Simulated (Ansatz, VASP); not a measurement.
**Two plane-wave programs on GdO**

File INCAR:

```
SYSTEM = GdO
PREC = Accurate ; ENCUT = 520
EDIFF = 1E-7 ; ISMEAR = 0
SIGMA = 0.05 ; LREAL = .False.
LASPH = .True. ; NELM = 150
ALGO = Normal ; ISIF = 2
LWAVE = .False. ; LCHARG = .False.
LNONCOLLINEAR = .True. ; MAGMOM = 0 0 7.35 0 0 0
LORBIT = 11 ; LSORBIT = .True.
GGA_COMPAT = .False. ; LORBMOM = .True.
LMAXMIX = 6 ; GGA = PE
NBANDS = 36
```

KPOINTS

```
regular mesh
0
Gamma
  12 12 12
  0 0 0
```

File POSCAR:

```
GdO
1.0
    0.0000000000      2.6560323754      2.6560323754
    2.6560323754      0.0000000000      2.6560323754
    2.6560323754      2.6560323754      0.0000000000
Gd O
1 1
Direct
    0.0000000000      0.0000000000      0.0000000000
    0.2500000000      0.2500000000      0.2500000000
```

Input for Ansatz:

```yaml
crystal:
  lattice:
    - [0.0, 2.6560323754, 2.6560323754]
    - [2.6560323754, 0.0, 2.6560323754]
    - [2.6560323754, 2.6560323754, 0.0]
  atoms:
    - { symbol: Gd, position: [0.0, 0.0, 0.0], spin: 7.35, spin_axis: [0.0, 0.0, 1.0] }
    - { symbol: O, position: [0.25, 0.25, 0.25] }
basis:
  ecutwfc: 420
  ecutrho_ratio: 4
kpoints:
  mp_grid: { grid: [12, 12, 12] }
hamiltonian:
  xc: pbe
scf:
  occupations: { method: gaussian, width: 0.05 }
output:
  forces: true
  stress: true
  eigenvalues: true
  populations: true
  hubbard: { sites: [{ species: Gd, l: f }] }
magnetization:
  noncollinear: true
  spin_orbit: true
```

Alike in both runs: task single point; functional PBE; k mesh 12 × 12 × 12; occupations gaussian, width 0.05 eV; non-collinear spin, spin-orbit coupling.

```csv
,VASP,Ansatz
version,VASP 6.6.1,Ansatz 0.2.0
potentials or method,"VASP PAW PBE potentials, release 64 (Gd, O), cutoff 520 eV","plane waves, PAW"
valence electrons in the cell,24,24
```

Ansatz gave:

- pressure (GPa): 4.2
- net moment per atom (μB): 3.76

Q: Estimate VASP's values.

A: Pressure (GPa): 4.5; net moment per atom (μB): 3.76.

Ansatz's warnings: stress scf threshold loose.
